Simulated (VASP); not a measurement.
Set up this calculation in VASP 6.6.1, as the native input.

```
Task                   : single point
Functional             : r2SCAN
Potentials or basis    : VASP PAW PBE potentials, release 64 (Hf_pv)
Cutoff                 : 520 eV
k mesh                 : 12 × 12 × 12
Occupations            : fermi-dirac, width 0.1 eV
Spin                   : no spin polarisation
Dipole correction      : no
Further INCAR settings : ALGO = Normal; EDIFF = 1e-07; NBANDS = 11
```

The system is Hf.

```
Hf
1.0
     2.93823    0.00000    0.00000
     0.00000    2.93823    0.00000
     0.00000    0.00000    2.93823
Hf
1
Direct
  0.00000 0.00000 0.00000
```

This isn't the form of Hf at room conditions, which is hcp.

One way to write it, as run:

POSCAR

```
Hf
1.0
    2.9382298806      0.0000000000      0.0000000000
    0.0000000000      2.9382298806      0.0000000000
    0.0000000000      0.0000000000      2.9382298806
Hf
1
Direct
    0.0000000000      0.0000000000      0.0000000000
```

INCAR.step1

```
SYSTEM = Hf
PREC = Accurate
ENCUT = 520
ISMEAR = -1
SIGMA = 0.1
LREAL = .FALSE.
LASPH = .TRUE.
NELM = 80
NBANDS = 11
GGA = PE
ALGO = Normal
EDIFF = 1E-4
LWAVE = .TRUE.
LCHARG = .FALSE.
```

INCAR.step2

```
SYSTEM = Hf
PREC = Accurate
ENCUT = 520
EDIFF = 1E-7
ISMEAR = -1
SIGMA = 0.1
LREAL = .FALSE.
LASPH = .TRUE.
NELM = 80
ALGO = Normal
ISIF = 2
LWAVE = .FALSE.
LCHARG = .FALSE.
METAGGA = R2SCAN
LMIXTAU = .TRUE.
NBANDS = 11
ISTART = 1
```

KPOINTS

```
Automatic mesh
0
G
  12 12 12
  0 0 0
```

Potentials or basis: VASP PAW PBE potentials, release 64 (Hf_pv).

Launch:

```bash
$ cat potpaw_PBE.64/Hf_pv/POTCAR > POTCAR
$ cp INCAR.step1 INCAR
$ mpirun -np 1 vasp_std > vasp.out
$ cp INCAR.step2 INCAR
$ mpirun -np 1 vasp_std > vasp.out
```

It gave:

```
Pressure               : -3.1 GPa
Band gap on the k mesh : zero (bands 5 and 6 overlap by 2.38 eV)
```

Caveat: the cell stands under tension; the PAW data sets were made with another functional, which shifts forces and pressure a little; spin-orbit coupling is left out, which moves the levels of the heavy elements.

Wall time 51 s on 1 thread of Intel(R) Xeon(R) Platinum 8259CL CPU @ 2.50GHz (Skylake/Cascade Lake), with other jobs on the host, peak memory 0.16 GiB.
